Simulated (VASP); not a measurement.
# SiC (Fm-3m) in VASP: a series of runs, part 2 of 2

VASP 6.6.1. The steps go on from the part before.

### Step 5. Single point, PBEsol (volume scaled by 0.960)

File INCAR:

```
SYSTEM = SiC
PREC     = Accurate       ! precision mode
ENCUT    = 520            ! plane-wave cutoff, eV
EDIFF    = 1E-7           ! SCF threshold, eV
ISMEAR   = 0              ! smearing method
SIGMA    = 0.05           ! smearing width, eV
LREAL    = .False.        ! projectors in reciprocal space
LASPH    = .True.         ! aspherical terms in the spheres
NELM     = 60             ! most SCF steps
ALGO     = Normal         ! electronic algorithm
ISIF     = 2              ! what is computed and relaxed
LWAVE    = .False.        ! write WAVECAR
LCHARG   = .True.         ! write CHGCAR
GGA      = PS             ! functional
LELF     = .True.         ! ELF
LVHAR    = .True.       
NBANDS   = 11             ! bands
```

File KPOINTS:

```
Automatic mesh
0
Gamma
  20 20 20
  0 0 0
```

File POSCAR:

```
SiC
1.0
    0.0000000000      1.9898111210      1.9898111210
    1.9898111210      0.0000000000      1.9898111210
    1.9898111210      1.9898111210      0.0000000000
C Si
1 1
Direct
    0.0000000000      0.0000000000      0.0000000000
    0.5000000000      0.5000000000      0.5000000000
```

Potentials or basis: VASP PAW PBE potentials, release 64 (C, Si).

On the command line:

```sh
cat potpaw_PBE.64/C/POTCAR potpaw_PBE.64/Si/POTCAR > POTCAR
mpirun -np 1 vasp_std > vasp.out
```

OUTCAR:

```text
SYSTEM = SiC
   PREC = Accurate
   ENCUT = 520
   EDIFF = 1E-7
   ISMEAR = 0
   LREAL = .False.
   LASPH = .True.
   NELM = 60
   ISIF = 2
   GGA = PS

 ion  position               nearest neighbor table
   1  0.000  0.000  0.000-   2 1.99   2 1.99   2 1.99   2 1.99   2 1.99   2 1.99
   2  0.500  0.500  0.500-   1 1.99   1 1.99   1 1.99   1 1.99   1 1.99   1 1.99

  LATTYP: Found a face centered cubic cell.
 ALAT       =     3.9796222420

  Lattice vectors:

 A1 = (   0.0000000000,   1.9898111210,   1.9898111210)
 A2 = (   1.9898111210,   0.0000000000,   1.9898111210)
 A3 = (   1.9898111210,   1.9898111210,   0.0000000000)

Analysis of symmetry for initial positions (statically):
=====================================================================
 Subroutine PRICEL returns:
 Original cell was already a primitive cell.

 Routine SETGRP: Setting up the symmetry group for a
 face centered cubic supercell.

 Subroutine GETGRP returns: Found 48 space group operations
 (whereof 48 operations were pure point group operations)
 out of a pool of 48 trial point group operations.

The static configuration has the point symmetry O_h .

Analysis of symmetry for dynamics (positions and initial velocities):
=====================================================================
 Subroutine PRICEL returns:
 Original cell was already a primitive cell.

 Routine SETGRP: Setting up the symmetry group for a
 face centered cubic supercell.

 Subroutine GETGRP returns: Found 48 space group operations
 (whereof 48 operations were pure point group operations)
 out of a pool of 48 trial point group operations.

The dynamic configuration has the point symmetry O_h .

 Subroutine INISYM returns: Found 48 space group operations
 (whereof 48 operations are pure point group operations),
 and found     1 'primitive' translations

----------------------------------------------------------------------------------------

                                     Primitive cell

  volume of cell :      15.7567
[... 117 lines left out ...]
   IVDW    =     0    specifies the selected vdW correction
   LEPSILON=     F    determine dielectric tensor
   LRPA    =     F    only Hartree local field effects (RPA)
 non-spin polarized calculation
 Gauss-broadening in eV      SIGMA  =   0.05
  energy-cutoff  :      520.00
  volume of cell :       15.76
 maximum number of plane-waves:       444
 NGX is ok and might be reduce to    24
   NGX = 11   NGY = 11   NGZ = 11

 number of electron       8.0000000 magnetization

 Free energy of the ion-electron system (eV)
  ---------------------------------------------------
  ext. energy  EPLUGINS =         0.00000000
  ---------------------------------------------------
  free energy    TOTEN  =       -14.57728933 eV

  energy without entropy =      -14.57700980  energy(sigma->0) =      -14.57714956

 E-fermi :  13.1504     XC(G=0): -13.0209

 val. band max:       13.1393669591   @ k =   0.0500   0.0000   0.0000
 cond. band min:      13.1723807381   @ k =  -0.1500   0.1000   0.0000
 fundamental gap:      0.0330137790
 Fermi energy:        13.1504495710

 k-point     1 :       0.0000    0.0000    0.0000
  band No.  band energies     occupation
      1      -5.9231      2.00000
      2      13.1839      0.34366
      3      13.1839      0.34366
      4      13.1839      0.34365
      5      21.6328      0.00000
      6      22.0509      0.00000
      7      22.0509      0.00000
      8      22.0509      0.00000
      9      26.4886      0.00000
     10      26.4886      0.00000
     11      26.4886      0.00000
[... 309 lines left out ...]
 k-point    24 :      -0.3500    0.0500    0.0000
  band No.  band energies     occupation
      1      -2.5554      2.00000
      2       4.0549      2.00000
      3      11.5240      2.00000
      4      12.2991      2.00000
      5      19.0639      0.00000
      6      19.2603      0.00000
      7      19.7779      0.00000
      8      24.2199      0.00000
      9      27.0548      0.00000
     10      28.1009      0.00000
     11      29.8489      0.00000

 [... further k-points ...]

------------------------ aborting loop because EDIFF is reached ----------------------------------------

  FORCE on cell =-STRESS in cart. coord.  units (eV):
  Direction    XX          YY          ZZ          XY          YZ          ZX
  --------------------------------------------------------------------------------------
  -------------------------------------------------------------------------------------
  Total        1.1921535      1.1921535      1.1921535      0.0000000      0.0000000      0.0000000
  in kB      121.2208180    121.2208180    121.2208180      0.0000000      0.0000000      0.0000000
  external PRESSURE =     121.2208180 kB  Pullay stress =       0.0000000 kB

 VOLUME and BASIS-vectors are now :
 -----------------------------------------------------------------------------
  energy-cutoff  :      520.00
  volume of cell :       15.76
      direct lattice vectors                 reciprocal lattice vectors
     0.000000000  1.989811121  1.989811121    -0.251280131  0.251280131  0.251280131
     1.989811121  0.000000000  1.989811121     0.251280131 -0.251280131  0.251280131
     1.989811121  1.989811121  0.000000000     0.251280131  0.251280131 -0.251280131

 POSITION                                       TOTAL-FORCE (eV/Angst)
 -----------------------------------------------------------------------------------
      0.00000      0.00000      0.00000        -0.000000     -0.000000     -0.000000
      1.98981      1.98981      1.98981         0.000000      0.000000      0.000000
 -----------------------------------------------------------------------------------
    total drift:                                0.000000     -0.000000     -0.000000

  FREE ENERGIE OF THE ION-ELECTRON SYSTEM (eV)
  ---------------------------------------------------
  free  energy   TOTEN  =       -14.5772893250 eV

  energy  without entropy=      -14.5770097998  energy(sigma->0) =      -14.57714956
```

OSZICAR:

```text
N       E                     dE             d eps       ncg     rms          rms(c)
DAV:   1     0.187502713946E+01    0.18750E+01   -0.41723E+03  5670   0.683E+02
DAV:   2    -0.155093765941E+02   -0.17384E+02   -0.16484E+02  7230   0.104E+02
DAV:   3    -0.160092910754E+02   -0.49991E+00   -0.49840E+00  6775   0.135E+01
DAV:   4    -0.160104170258E+02   -0.11260E-02   -0.11259E-02  6328   0.796E-01
DAV:   5    -0.160104192328E+02   -0.22070E-05   -0.22070E-05  6658   0.330E-02    0.873E+00
DAV:   6    -0.146280501504E+02    0.13824E+01   -0.43430E+00  6076   0.970E+00    0.395E+00
DAV:   7    -0.145821991251E+02    0.45851E-01   -0.37709E-01  6603   0.344E+00    0.150E+00
DAV:   8    -0.145778326948E+02    0.43664E-02   -0.84441E-03  5872   0.595E-01    0.340E-01
DAV:   9    -0.145772878101E+02    0.54488E-03   -0.13972E-03  6169   0.197E-01    0.132E-01
DAV:  10    -0.145772893718E+02   -0.15617E-05   -0.43381E-05  6271   0.478E-02    0.260E-02
DAV:  11    -0.145772895498E+02   -0.17804E-06   -0.21956E-06  6552   0.120E-02    0.233E-03
DAV:  12    -0.145772893763E+02    0.17350E-06   -0.10302E-07  3571   0.171E-03    0.676E-04
DAV:  13    -0.145772893250E+02    0.51283E-07   -0.69617E-09  3155   0.567E-04
   1 F= -.14577289E+02 E0= -.14577150E+02  d E =-.279525E-03
```

stdout:

```text
POSCAR found type information on POSCAR C Si
 POSCAR found :  2 types and       2 ions
 scaLAPACK will be used
 -----------------------------------------------------------------------------
|                                                                             |
|                                                                             |
|     You enforced a specific xc type in the INCAR file but a different       |
|     I HOPE YOU KNOW WHAT YOU ARE DOING!                                     |
|                                                                             |
 -----------------------------------------------------------------------------

 LDA part: xc-table for (Slater+PW92), standard interpolation
 POSCAR, INCAR and KPOINTS ok, starting setup
 FFT: planning ... GRIDC
 FFT: planning ... GRID_SOFT
 FFT: planning ... GRID
 WAVECAR not read
 entering main loop
```

It took 58 s on 1 thread of Intel Xeon 8259CL, shared host; peak memory 0.16 GiB.

Results:

```
Free energy            : -14.5773 eV
Pressure               : 12.1 GPa
Band gap on the k mesh : zero (band 4 reaches 13.24 eV, above the bottom of band 5 at 12.59 eV)
```

Caveat: the PAW data sets were made with another functional, which shifts forces and pressure a little.

### Step 6. The runs side by side

```tsv
cell	gap on the mesh (eV)	pressure (GPa)
a = 2.692 Å, angles 60.0°, 2 atoms	0.39	67.0
a = 2.734 Å, angles 60.0°, 2 atoms	-	44.4
a = 2.774 Å, angles 60.0°, 2 atoms	none	26.4
a = 2.814 Å, angles 60.0°, 2 atoms	none	12.1
```

Alike in all rows: task single point; level PBEsol; potentials or basis VASP PAW PBE potentials, release 64 (C, Si); no spin polarisation; k mesh 20 × 20 × 20; cutoff (eV) 520; smearing gaussian 0.05 eV.

Caveats: the PAW data sets were made with another functional, which shifts forces and pressure a little.

Total energies depend on the potentials used, so only differences within one code and one set of settings carry meaning.
